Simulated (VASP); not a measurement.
# Ir (Fm-3m) in VASP: a series of runs, part 2 of 2

VASP 6.6.1. Earlier steps stand in the parts before.

## Step 4: Single point, r2SCAN

POSCAR reads:

```
Ir
1.0
    0.0000000000      1.9228496764      1.9228496764
    1.9228496764      0.0000000000      1.9228496764
    1.9228496764      1.9228496764      0.0000000000
Ir
1
Direct
    0.0000000000      0.0000000000      0.0000000000
```

INCAR.step1 reads:

```
PREC = Accurate
ENCUT = 550
ISMEAR = 0
SIGMA = 0.03
LREAL = F
LASPH = T
NELM = 120
NBANDS = 14
GGA = PE
ALGO = Normal
EDIFF = 1E-5
LWAVE = T
LCHARG = F
GGA_COMPAT = F
```

INCAR.step2 reads:

```
PREC = Accurate
ENCUT = 550
EDIFF = 1E-6
ISMEAR = 0
SIGMA = 0.03
LREAL = F
LASPH = T
NELM = 120
ALGO = Normal
ISIF = 2
LWAVE = F
LCHARG = F
METAGGA = R2SCAN
LMIXTAU = T
NBANDS = 14
ISTART = 1
GGA_COMPAT = F
```

KPOINTS reads:

```
Automatic mesh
0
Gamma
  14 14 14
```

Potentials or basis: VASP PAW PBE potentials, release 64 (Ir_sv_GW).

Started as:

```sh
$ cat potpaw_PBE.64/Ir_sv_GW/POTCAR > POTCAR
$ cp INCAR.step1 INCAR
$ mpirun -np 1 vasp_std > vasp.out
$ cp INCAR.step2 INCAR
$ mpirun -np 1 vasp_std > vasp.out
```

OUTCAR:

```text
PREC = Accurate
   ENCUT = 550
   EDIFF = 1E-6
   ISMEAR = 0
   LREAL = F
   LASPH = T
   NELM = 120
   ISIF = 2
   METAGGA = R2SCAN
   ISTART = 1

 ion  position               nearest neighbor table
   1  0.000  0.000  0.000-

  LATTYP: Found a face centered cubic cell.
 ALAT       =     3.8456993528

  Lattice vectors:

 A1 = (   0.0000000000,   1.9228496764,   1.9228496764)
 A2 = (   1.9228496764,   0.0000000000,   1.9228496764)
 A3 = (   1.9228496764,   1.9228496764,   0.0000000000)

Analysis of symmetry for initial positions (statically):
=====================================================================
 Subroutine PRICEL returns:
 Original cell was already a primitive cell.

 Routine SETGRP: Setting up the symmetry group for a
 face centered cubic supercell.

 Subroutine GETGRP returns: Found 48 space group operations
 (whereof 48 operations were pure point group operations)
 out of a pool of 48 trial point group operations.

The static configuration has the point symmetry O_h .

Analysis of symmetry for dynamics (positions and initial velocities):
=====================================================================
 Subroutine PRICEL returns:
 Original cell was already a primitive cell.

 Routine SETGRP: Setting up the symmetry group for a
 face centered cubic supercell.

 Subroutine GETGRP returns: Found 48 space group operations
 (whereof 48 operations were pure point group operations)
 out of a pool of 48 trial point group operations.

The dynamic configuration has the point symmetry O_h .

 Subroutine INISYM returns: Found 48 space group operations
 (whereof 48 operations are pure point group operations),
 and found     1 'primitive' translations

----------------------------------------------------------------------------------------

                                     Primitive cell

  volume of cell :      14.2189

  direct lattice vectors                    reciprocal lattice vectors
     0.000000000  1.922849676  1.922849676    -0.260030727  0.260030727  0.260030727
     1.922849676  0.000000000  1.922849676     0.260030727 -0.260030727  0.260030727
     1.922849676  1.922849676  0.000000000     0.260030727  0.260030727 -0.260030727

  length of vectors
     2.719320091  2.719320091  2.719320091     0.450386431  0.450386431  0.450386431

  position of ions in fractional coordinates (direct lattice)
     0.000000000  0.000000000  0.000000000

  ion indices of the primitive-cell ions
   primitive index   ion index
                 1           1

----------------------------------------------------------------------------------------

 KPOINTS: Automatic mesh

Automatic generation of k-mesh.
 Grid dimensions read from file:
 generate k-points for:   14   14   14

 Generating k-lattice:

  Cartesian coordinates                     Fractional coordinates (reciprocal lattice)
    -0.018573623  0.018573623  0.018573623     0.071428571  0.000000000  0.000000000
     0.018573623 -0.018573623  0.018573623     0.000000000  0.071428571  0.000000000
     0.018573623  0.018573623 -0.018573623     0.000000000  0.000000000  0.071428571

  Length of vectors
     0.032170459  0.032170459  0.032170459

  Shift w.r.t. Gamma in fractional coordinates (k-lattice)
     0.000000000  0.000000000  0.000000000

 Subroutine IBZKPT returns following result:
 ===========================================

 Found    104 irreducible k-points:

 Following reciprocal coordinates:
            Coordinates               Weight
  0.000000  0.000000  0.000000      1.000000
  0.071429  0.000000  0.000000      8.000000
  0.142857  0.000000  0.000000      8.000000
  0.214286  0.000000  0.000000      8.000000
  0.285714  0.000000  0.000000      8.000000
  0.357143  0.000000  0.000000      8.000000
[... 16 lines left out ...]
  0.214286  0.142857  0.000000     24.000000
  0.285714  0.142857  0.000000     24.000000
 [... further k-points ...]
   k-points           NKPTS =    104   k-points in BZ     NKDIM =    104   number of bands    NBANDS=     14
   number of dos      NEDOS =    301   number of ions     NIONS =      1
   total plane-waves  NPLWV =  13824
   dimension x,y,z NGX =    24 NGY =   24 NGZ =   24
   dimension x,y,z NGXF=    48 NGYF=   48 NGZF=   48
   ions per type =               1
   NGX,Y,Z   is equivalent  to a cutoff of  14.67, 14.67, 14.67 a.u.
   NGXF,Y,Z  is equivalent  to a cutoff of  29.34, 29.34, 29.34 a.u.
 SYSTEM =  unknown system
   PREC   = accura    normal or accurate (medium, high low for compatibility)
   ISTART =      1    job   : 0-new  1-cont  2-samecut
   ICHARG =      0    charge: 1-file 2-atom 10-const
   ISPIN  =      1    spin polarized calculation?
   LNONCOLLINEAR =      F non collinear calculations
   LSORBIT =      F    spin-orbit coupling
   LASPH  =      T    aspherical Exc in radial PAW
   ENCUT  =  550.0 eV  40.42 Ry    6.36 a.u.   5.20  5.20  5.20*2*pi/ulx,y,z
   NELM   =    120;   NELMIN=  2; NELMDL=  0     # of ELM steps
   EDIFF  = 0.1E-05   stopping-criterion for ELM
   LREAL  =      F    real-space projection
   EDIFFG = 0.1E-04   stopping-criterion for IOM
   NSW    =      0    number of steps for IOM
   IBRION =     -1    ionic relax: 0-MD 1-quasi-New 2-CG
   NFREE  =      0    steps in history (QN), initial steepest desc. (CG)
   ISIF   =      2    stress and relaxation
   ISYM   =      2    0-nonsym 1-usesym 2-fastsym
   POTIM  = 0.5000    time-step for ionic-motion
   TEBEG  =    0.0;   TEEND  =   0.0 temperature during run
   PSTRESS=    0.0 pullay stress
   NELECT =      17.0000    total number of electrons
   NUPDOWN=      -1.0000    fix difference up-down
   EMIN   =  10.00;   EMAX   =-10.00  energy-range for DOS
   EFERMI =   0.00;   METHOD = LEGACY
   ISMEAR =     0;   SIGMA  =   0.03  broadening in eV -4-tet -1-fermi 0-gaus
   EFERMI_NEDOS =   21; number of points for ismear=-14 and -15
   IALGO  =     38    algorithm
   IMIX   =      4    mixing-type and parameters
     AMIX     =   0.40;   BMIX     =  1.00
     AMIX_MAG =   1.60;   BMIX_MAG =  1.00
  volume/ion in A,a.u.               =      14.22        95.95
  Fermi-wavevector in a.u.,A,eV,Ry     =   1.737544  3.283482 41.076793  3.019059
  Thomas-Fermi vector in A             =   2.810747
   LORBIT       =      0    0 simple, 1 ext, 2 COOP (PROOUT), +10 PAW based schemes
   METAGGA = R2SCAN    functional components
   LHFCALC =     F    Hartree Fock is set to
   AEXX    =    0.0000 exact exchange contribution
   IVDW    =     0    specifies the selected vdW correction
   LEPSILON=     F    determine dielectric tensor
   LRPA    =     F    only Hartree local field effects (RPA)
 non-spin polarized calculation
 Gauss-broadening in eV      SIGMA  =   0.03
  energy-cutoff  :      550.00
  volume of cell :       14.22
 maximum number of plane-waves:       444
 NGX is ok and might be reduce to    24
   NGX = 11   NGY = 11   NGZ = 11

 number of electron      17.0000000 magnetization

 Free energy of the ion-electron system (eV)
  ---------------------------------------------------
  ext. energy  EPLUGINS =         0.00000000
  ---------------------------------------------------
  free energy    TOTEN  =       -52.89259141 eV

  energy without entropy =      -52.89195020  energy(sigma->0) =      -52.89227080

 E-fermi :  12.4525     XC(G=0): -15.8611

 val. band max:       12.4520210937   @ k =   0.4286   0.2857   0.0714
 cond. band min:      12.4884735947   @ k =   0.5000   0.4286   0.0000
 fundamental gap:      0.0364525010
 Fermi energy:        12.4524944687

 k-point     1 :       0.0000    0.0000    0.0000
  band No.  band energies     occupation
      1     -82.4627      2.00000
      2     -38.2737      2.00000
      3     -38.2737      2.00000
      4     -38.2737      2.00000
      5       1.1213      2.00000
      6       8.5997      2.00000
      7       8.5997      2.00000
      8       8.5997      2.00000
      9      11.2834      2.00000
     10      11.2834      2.00000
     11      26.8430      0.00000
     12      32.6175      0.00000
     13      32.6175      0.00000
     14      32.6175      0.00000
[... 375 lines left out ...]
 k-point    24 :       0.2857    0.1429    0.0000
  band No.  band energies     occupation
      1     -82.4199      2.00000
      2     -38.6924      2.00000
      3     -38.3910      2.00000
      4     -38.3816      2.00000
      5       3.9787      2.00000
      6       7.1929      2.00000
      7       8.9328      2.00000
      8       9.7287      2.00000
      9      11.1041      2.00000
     10      12.2737      2.00000
     11      28.0180      0.00000
     12      30.6583      0.00000
     13      33.1297      0.00000
     14      34.0025      0.00000

 [... further k-points ...]

------------------------ aborting loop because EDIFF is reached ----------------------------------------

  FORCE on cell =-STRESS in cart. coord.  units (eV):
  Direction    XX          YY          ZZ          XY          YZ          ZX
  --------------------------------------------------------------------------------------
  -------------------------------------------------------------------------------------
  Total       -0.2115405     -0.2115405     -0.2115405      0.0000000      0.0000000      0.0000000
  in kB      -23.8362584    -23.8362584    -23.8362584      0.0000000      0.0000000      0.0000000
  external PRESSURE =     -23.8362584 kB  Pullay stress =       0.0000000 kB

 VOLUME and BASIS-vectors are now :
 -----------------------------------------------------------------------------
  energy-cutoff  :      550.00
  volume of cell :       14.22
      direct lattice vectors                 reciprocal lattice vectors
     0.000000000  1.922849676  1.922849676    -0.260030727  0.260030727  0.260030727
     1.922849676  0.000000000  1.922849676     0.260030727 -0.260030727  0.260030727
     1.922849676  1.922849676  0.000000000     0.260030727  0.260030727 -0.260030727

 POSITION                                       TOTAL-FORCE (eV/Angst)
 -----------------------------------------------------------------------------------
      0.00000      0.00000      0.00000        -0.000000      0.000000     -0.000000
 -----------------------------------------------------------------------------------
    total drift:                               -0.000000      0.000000      0.000000

  FREE ENERGIE OF THE ION-ELECTRON SYSTEM (eV)
  ---------------------------------------------------
  free  energy   TOTEN  =       -52.8925914080 eV

  energy  without entropy=      -52.8919501961  energy(sigma->0) =      -52.89227080
```

OSZICAR.step1:

```text
N       E                     dE             d eps       ncg     rms          rms(c)
DAV:   1     0.112262205991E+03    0.11226E+03   -0.11832E+04  3040   0.131E+03
DAV:   2    -0.878529031079E+01   -0.12105E+03   -0.11582E+03  3734   0.397E+02
DAV:   3    -0.105057754524E+02   -0.17205E+01   -0.17158E+01  3200   0.441E+01
DAV:   4    -0.105083763812E+02   -0.26009E-02   -0.26008E-02  3416   0.212E+00
DAV:   5    -0.105083818987E+02   -0.55175E-05   -0.55162E-05  3206   0.921E-02    0.698E+01
DAV:   6    -0.949653235780E+01    0.10118E+01   -0.13667E+00  3014   0.126E+01    0.375E+01
DAV:   7    -0.941707142013E+01    0.79461E-01   -0.42192E-01  3320   0.654E+00    0.643E+00
DAV:   8    -0.939949545657E+01    0.17576E-01   -0.68238E-02  2942   0.322E+00    0.619E-01
DAV:   9    -0.939945908865E+01    0.36368E-04   -0.81791E-04  3194   0.366E-01    0.208E-01
DAV:  10    -0.939937699328E+01    0.82095E-04   -0.13870E-04  3260   0.168E-01    0.142E-01
DAV:  11    -0.939937662749E+01    0.36579E-06   -0.69337E-06  1594   0.337E-02
   1 F= -.93993766E+01 E0= -.93987467E+01  d E =-.125989E-02
```

Run time: 39 s. Hardware: 1 thread of Intel Xeon 6975P-C (Granite Rapids), shared host; peak memory 0.16 GiB.

Results:

| Item | Value |
| --- | --- |
| Free energy | -52.8926 eV |
| Pressure | -2.4 GPa |

Levels at points of the mesh, in eV from the Fermi level:
```tsv
k point	band 5	band 6	band 7	band 8	band 9	band 10	band 11	band 12
(0.00, 0.00, 0.00)	-11.33	-3.85	-3.85	-3.85	-1.17	-1.17	14.39	20.17
(0.50, 0.00, 0.00)	-8.23	-4.01	-4.01	-0.57	1.04	1.04	7.76	14.15
(0.50, 0.50, 0.00)	-8.02	-7.44	0.95	1.68	1.68	1.87	11.17	12.15
```

Caveat: the PAW data sets were made with another functional, which shifts forces and pressure a little; spin-orbit coupling is left out, which moves the levels of the heavy elements.

## Step 5: Summary

```csv
k mesh,smearing,gap on the mesh (eV),pressure (GPa)
14 × 14 × 14,fermi-dirac 0.6 eV,none,7.3
7 × 7 × 7,fermi-dirac 0.1 eV,none,-3.7
14 × 14 × 14,gaussian 0.03 eV,none,-2.4
```

Alike in all rows: task single point; level r2SCAN; potentials or basis VASP PAW PBE potentials, release 64 (Ir_sv_GW); no spin polarisation; cell as given; cutoff (eV) 550.

Caveats: some runs use coarse meshes; the PAW data sets were made with another functional, which shifts forces and pressure a little; spin-orbit coupling is left out, which moves the levels of the heavy elements.

Absolute energies hang on the potentials; compare differences alone.
